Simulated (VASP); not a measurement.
Crystal: Al3Si2N3.

```
Al Si N
1.0
     3.32000    0.00000    0.00000
     0.00000    3.32000    0.00000
     0.00000    0.00000    9.38000
Al Si N
3 2 3
Direct
  0.50000 0.50000 0.25000
  0.00000 0.00000 0.50000
  0.50000 0.50000 0.75000
  0.00000 0.00000 0.00000
  0.50000 0.00000 0.12500
  0.00000 0.50000 0.37500
  0.50000 0.00000 0.62500
  0.00000 0.50000 0.87500
```

| Quantity | Value |
| --- | --- |
| Program | VASP 6.6.1 |
| Task | relaxation of cell and atoms |
| Functional | PBE |
| Potentials or basis | VASP PAW PBE potentials, release 64 (Al, Si, N) |
| Cutoff | 600 eV |
| k mesh | 5 × 5 × 2 |
| Occupations | gaussian, width 0.2 eV |
| Spin | no spin polarisation |

At the start: pressure 7.7 GPa; volume 12.92 Å³/atom.

Task: Where does the relaxation end?

Result: Over 12 steps the energy falls by 491.7 meV/atom and the volume is 12.58 Å³/atom (-2.7 %); space group Pmm2 (No. 25, to 0.1 Å) before and after.

Step by step:
```
step  energy change (eV)  largest force (eV/Å)  pressure (GPa)  volume (Å³)
   1              0.0000                9.0034            7.73       103.39
   2             -2.4923                2.6741          -11.03       113.01
   3             -2.6022                2.3586           -8.94       111.18
   4             -3.5151                2.1341           -0.35       101.55
   5             -3.5338                2.1992            1.67       100.10
   6             -3.8630                1.1288            3.12        98.86
   7             -3.8652                1.0922            3.29        98.75
   8             -3.9108                0.4680           -2.25       102.13
   9             -3.9266                0.2385           -0.49       100.97
  10             -3.9319                0.1264            0.05       100.63
  11             -3.9322                0.1549            0.21       100.54
  12             -3.9339                0.0545            0.13       100.64
```

Final structure:
```
Al Si N
1.0
     3.37335    0.00000    0.00000
     0.00000    3.14517    0.00000
     0.00000    0.00000    9.48540
Al Si N
3 2 3
Direct
  0.50000 0.50000 0.30387
  0.00000 0.00000 0.51678
  0.50000 0.50000 0.73906
  0.00000 0.00000 0.95460
  0.50000 0.00000 0.10850
  0.00000 0.50000 0.40619
  0.50000 0.00000 0.62555
  0.00000 0.50000 0.84545
```

Caveat: the k points lie up to 0.40 Å⁻¹ apart in the final cell, too coarse for converged energies and pressures of a metal; the relaxation stopped at a loose force limit of 0.08 eV/Å, so its end isn't a converged minimum.
